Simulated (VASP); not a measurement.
Input of a VASP 6.6.1 run:

Contents of INCAR:

```
PREC     = Accurate       # precision mode
ENCUT    = 500            # plane-wave cutoff, eV
EDIFF    = 1E-6           # SCF threshold, eV
ISMEAR   = 0              # smearing method
SIGMA    = 0.01           # smearing width, eV
LREAL    = F              # projectors in reciprocal space
LASPH    = T              # aspherical terms in the spheres
NELM     = 120            # most SCF steps
ALGO     = Normal         # electronic algorithm
ISIF     = 2              # what is computed and relaxed
LWAVE    = F              # write WAVECAR
LCHARG   = F              # write CHGCAR
GGA      = PS             # functional
NBANDS   = 11             # bands
GGA_COMPAT= F
```

Contents of KPOINTS:

```
regular mesh
0
Gamma
  14 14 14
```

File POSCAR:

```
Si
1.0
    0.0000000000      2.7167293595      2.7167293595
    2.7167293595      0.0000000000      2.7167293595
    2.7167293595      2.7167293595      0.0000000000
Si
2
Direct
    0.0000000000      0.0000000000      0.0000000000
    0.2500000000      0.2500000000      0.2500000000
```

Potentials or basis: VASP PAW PBE potentials, release 64 (Si).

Run with:

```sh
$ cat potpaw_PBE.64/Si/POTCAR > POTCAR
$ mpirun -np 1 vasp_std > vasp.out
```

Problem. Estimate the pressure.

Solution. 0.1 GPa.

Problem. What does it give for the band gap on the k mesh?

Solution. 0.46 eV, indirect (least direct gap 2.52 eV).

Caveat: the PAW data sets were made with another functional, which shifts forces and pressure a little. PBEsol gaps usually lie below the measured ones, often by a third to a half.
